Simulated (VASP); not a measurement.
A run of VASP 6.6.1:

INCAR

```
ALGO = Fast
EDIFF = 1E-6
ENCUT = 520
GGA = PE
ISIF = 2
ISMEAR = 0
LASPH = T
LCHARG = F
LREAL = F
LWAVE = F
NBANDS = 8
NELM = 80
PREC = Accurate
SIGMA = 0.1
```

The input KPOINTS:

```
k-points
0
Gamma
  6 6 6
```

File POSCAR:

```
Li
1.0
    3.3477200200      0.0000000000      0.0000000000
    0.0000000000      3.3477200200      0.0000000000
    0.0000000000      0.0000000000      2.8080798600
Li
1
Direct
    0.0000000000      0.0000000000      0.0000000000
```

Potentials or basis: VASP PAW PBE potentials, release 64 (Li_sv).

Command:

```sh
$ cat potpaw_PBE.64/Li_sv/POTCAR > POTCAR
$ mpirun -np 1 vasp_std > vasp.out
```

Hardware: 1 thread of Intel Xeon 6975P-C, with other jobs on the host.

**Question.** Estimate the wall time of this run.

**Answer.** Wall time 18 s on 1 thread of Intel Xeon 6975P-C, on a shared host, peak memory 0.14 GiB. Counts: scf iterations 12, k points 40.
